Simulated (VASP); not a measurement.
# Pd (Im-3m) in VASP: further runs

Pd is run at these levels: BLYP; tasks: single point, relaxation of cell and atoms.

All numbers are computed with VASP 6.6.1; they aren't measurements. Logs are shortened: lines on timing, memory, paths and dates and some standing lists are left out, and cuts for length are marked.

**1. The cell of the first run**

It takes space group Im-3m (No. 229, cubic). Conventional cell: a = 3.331 Å, b = 3.331 Å, c = 3.331 Å, α = 90.00°, β = 90.00°, γ = 90.00°. Pd (site symmetry m-3m) has 14 Pd at 2.88 to 3.33 Å within 3.8 Å.

**2. Single point, BLYP (volume scaled by 1.12)**

The input, INCAR:

```
SYSTEM = Pd
PREC = Accurate ; ENCUT = 520
EDIFF = 1E-6 ; ISMEAR = -1
SIGMA = 0.1 ; LREAL = .False.
LASPH = .True. ; NELM = 100
ALGO = Normal ; ISIF = 2
LWAVE = .False. ; LCHARG = .True.
GGA = B5 ; ALDAX = 1.0
AGGAX = 1.0 ; AGGAC = 1.0
ALDAC = 0.0 ; LELF = .True.
LVHAR = .True. ; NBANDS = 11
```

The input, KPOINTS:

```
Automatic mesh
0
Gamma
  15 15 15
  0 0 0
```

The input, POSCAR:

```
Pd
1.0
   -1.6655562100      1.6655562100      1.6655562100
    1.6655562100     -1.6655562100      1.6655562100
    1.6655562100      1.6655562100     -1.6655562100
Pd
1
Direct
    0.0000000000      0.0000000000      0.0000000000
```

Potentials or basis: VASP PAW PBE potentials, release 64 (Pd).

Run with:

```console
cat potpaw_PBE.64/Pd/POTCAR > POTCAR
mpirun -np 1 vasp_std > vasp.out
```

OUTCAR:

```text
SYSTEM = Pd
   PREC = Accurate
   ENCUT = 520
   EDIFF = 1E-6
   ISMEAR = -1
   LREAL = .False.
   LASPH = .True.
   NELM = 100
   ISIF = 2
   GGA = B5

 ion  position               nearest neighbor table
   1  0.000  0.000  0.000-

  LATTYP: Found a body centered cubic cell.
 ALAT       =     3.3311124200

  Lattice vectors:

 A1 = (  -1.6655562100,   1.6655562100,   1.6655562100)
 A2 = (   1.6655562100,  -1.6655562100,   1.6655562100)
 A3 = (   1.6655562100,   1.6655562100,  -1.6655562100)

Analysis of symmetry for initial positions (statically):
=====================================================================
 Subroutine PRICEL returns:
 Original cell was already a primitive cell.

 Routine SETGRP: Setting up the symmetry group for a
 body centered cubic supercell.

 Subroutine GETGRP returns: Found 48 space group operations
 (whereof 48 operations were pure point group operations)
 out of a pool of 48 trial point group operations.

The static configuration has the point symmetry O_h .

Analysis of symmetry for dynamics (positions and initial velocities):
=====================================================================
 Subroutine PRICEL returns:
 Original cell was already a primitive cell.

 Routine SETGRP: Setting up the symmetry group for a
 body centered cubic supercell.

 Subroutine GETGRP returns: Found 48 space group operations
 (whereof 48 operations were pure point group operations)
 out of a pool of 48 trial point group operations.

The dynamic configuration has the point symmetry O_h .

 Subroutine INISYM returns: Found 48 space group operations
 (whereof 48 operations are pure point group operations),
 and found     1 'primitive' translations

----------------------------------------------------------------------------------------

                                     Primitive cell

  volume of cell :      18.4815

  direct lattice vectors                    reciprocal lattice vectors
    -1.665556210  1.665556210  1.665556210     0.000000000  0.300200015  0.300200015
     1.665556210 -1.665556210  1.665556210     0.300200015  0.000000000  0.300200015
     1.665556210  1.665556210 -1.665556210     0.300200015  0.300200015  0.000000000

  length of vectors
     2.884827979  2.884827979  2.884827979     0.424546933  0.424546933  0.424546933

  position of ions in fractional coordinates (direct lattice)
     0.000000000  0.000000000  0.000000000

  ion indices of the primitive-cell ions
[... 75 lines left out ...]
   LREAL  =      F    real-space projection
   EDIFFG = 0.1E-04   stopping-criterion for IOM
   NSW    =      0    number of steps for IOM
   IBRION =     -1    ionic relax: 0-MD 1-quasi-New 2-CG
   NFREE  =      0    steps in history (QN), initial steepest desc. (CG)
   ISIF   =      2    stress and relaxation
   ISYM   =      2    0-nonsym 1-usesym 2-fastsym
   POTIM  = 0.5000    time-step for ionic-motion
   TEBEG  =    0.0;   TEEND  =   0.0 temperature during run
   PSTRESS=    0.0 pullay stress
   NELECT =      10.0000    total number of electrons
   NUPDOWN=      -1.0000    fix difference up-down
   EMIN   =  10.00;   EMAX   =-10.00  energy-range for DOS
   EFERMI =   0.00;   METHOD = LEGACY
   ISMEAR =    -1;   SIGMA  =   0.10  broadening in eV -4-tet -1-fermi 0-gaus
   EFERMI_NEDOS =   21; number of points for ismear=-14 and -15
   IALGO  =     38    algorithm
   IMIX   =      4    mixing-type and parameters
     AMIX     =   0.40;   BMIX     =  1.00
     AMIX_MAG =   1.60;   BMIX_MAG =  1.00
  volume/ion in A,a.u.               =      18.48       124.72
  Fermi-wavevector in a.u.,A,eV,Ry     =   1.334020  2.520931 24.213040  1.779608
  Thomas-Fermi vector in A             =   2.462833
   LORBIT       =      0    0 simple, 1 ext, 2 COOP (PROOUT), +10 PAW based schemes
   GGA     = B5    functional components
   LHFCALC =     F    Hartree Fock is set to
   AEXX    =    0.0000 exact exchange contribution
   IVDW    =     0    specifies the selected vdW correction
   LEPSILON=     F    determine dielectric tensor
   LRPA    =     F    only Hartree local field effects (RPA)
 non-spin polarized calculation
  energy-cutoff  :      520.00
  volume of cell :       18.48
 maximum number of plane-waves:       531
 NGX is ok and might be reduce to    24
   NGX = 11   NGY = 11   NGZ = 11

 number of electron      10.0000000 magnetization

 number of electron       9.9999998 magnetization

 Free energy of the ion-electron system (eV)
  ---------------------------------------------------
  ext. energy  EPLUGINS =         0.00000000
  ---------------------------------------------------
  free energy    TOTEN  =        -4.30103793 eV

  energy without entropy =       -4.24615108  energy(sigma->0) =       -4.27359451

 E-fermi :   6.9275     XC(G=0): -11.2296

 val. band max:        6.9198086940   @ k =  -0.2667   0.3333   0.0667
 cond. band min:       6.9424252457   @ k =  -0.4000   0.4667   0.2667
 fundamental gap:      0.0226165517
 Fermi energy:         6.9275402770

 k-point     1 :       0.0000    0.0000    0.0000
  band No.  band energies     occupation
      1       1.4953      2.00000
      2       4.8183      2.00000
      3       4.8183      2.00000
      4       4.8183      2.00000
      5       6.2338      1.99806
      6       6.2338      1.99806
      7      25.9177      0.00000
      8      25.9177      0.00000
      9      25.9177      0.00000
     10      31.7601      0.00000
     11      31.7601      0.00000
[... 309 lines left out ...]
 k-point    24 :       0.4000    0.2000   -0.0000
  band No.  band energies     occupation
      1       3.6728      2.00000
      2       4.2185      2.00000
      3       5.4736      2.00000
      4       6.1584      1.99909
      5       6.6281      1.90463
      6      11.3317      0.00000
      7      13.3217      0.00000
      8      17.7933      0.00000
      9      22.4272      0.00000
     10      28.6654      0.00000
     11      30.6940      0.00000

 [... further k-points ...]
[... 5 lines left out ...]
  --------------------------------------------------------------------------------------
  -------------------------------------------------------------------------------------
  Total       -1.2160244     -1.2160244     -1.2160244      0.0000000      0.0000000     -0.0000000
  in kB     -105.4180553   -105.4180553   -105.4180553      0.0000000      0.0000000     -0.0000000
  external PRESSURE =    -105.4180553 kB  Pullay stress =       0.0000000 kB

 VOLUME and BASIS-vectors are now :
 -----------------------------------------------------------------------------
  energy-cutoff  :      520.00
  volume of cell :       18.48
      direct lattice vectors                 reciprocal lattice vectors
    -1.665556210  1.665556210  1.665556210     0.000000000  0.300200015  0.300200015
     1.665556210 -1.665556210  1.665556210     0.300200015  0.000000000  0.300200015
     1.665556210  1.665556210 -1.665556210     0.300200015  0.300200015  0.000000000

 POSITION                                       TOTAL-FORCE (eV/Angst)
 -----------------------------------------------------------------------------------
      0.00000      0.00000      0.00000        -0.000000     -0.000000     -0.000000
 -----------------------------------------------------------------------------------
    total drift:                               -0.000000      0.000000      0.000000

  FREE ENERGIE OF THE ION-ELECTRON SYSTEM (eV)
  ---------------------------------------------------
  free  energy   TOTEN  =        -4.3010379345 eV

  energy  without entropy=       -4.2461510847  energy(sigma->0) =       -4.27359451
```

OSZICAR:

```text
N       E                     dE             d eps       ncg     rms          rms(c)
DAV:   1     0.442289417646E+02    0.44229E+02   -0.50284E+03  2640   0.829E+02
DAV:   2    -0.382909463794E+01   -0.48058E+02   -0.46721E+02  3000   0.176E+02
DAV:   3    -0.446837898113E+01   -0.63928E+00   -0.63676E+00  3099   0.218E+01
DAV:   4    -0.447242072075E+01   -0.40417E-02   -0.40410E-02  3173   0.184E+00
DAV:   5    -0.447248769972E+01   -0.66979E-04   -0.66978E-04  3322   0.202E-01    0.397E+00
DAV:   6    -0.430484669116E+01    0.16764E+00   -0.98165E-01  3156   0.738E+00    0.176E+00
DAV:   7    -0.430216032641E+01    0.26864E-02   -0.60749E-03  3090   0.829E-01    0.103E+00
DAV:   8    -0.430102939040E+01    0.11309E-02   -0.66599E-04  3068   0.192E-01    0.214E-02
DAV:   9    -0.430103712462E+01   -0.77342E-05   -0.89947E-06  3862   0.217E-02    0.113E-02
DAV:  10    -0.430103793449E+01   -0.80987E-06   -0.10889E-06  3097   0.101E-02
   1 F= -.43010379E+01 E0= -.42735945E+01  d E =-.548868E-01
```

It took 12 s on 1 thread of Intel Xeon Platinum 8488C (Sapphire Rapids), shared host; peak memory 0.15 GiB.

Results:

| Quantity | Value |
| --- | --- |
| Free energy | -4.3010 eV |
| Pressure | -10.5 GPa |
| Band gap on the k mesh | zero (band 5 reaches 7.27 eV, above the bottom of band 6 at 6.16 eV) |

Caveat: the PAW data sets were made with another functional, which shifts forces and pressure a little.

[end of part 1 of 2]
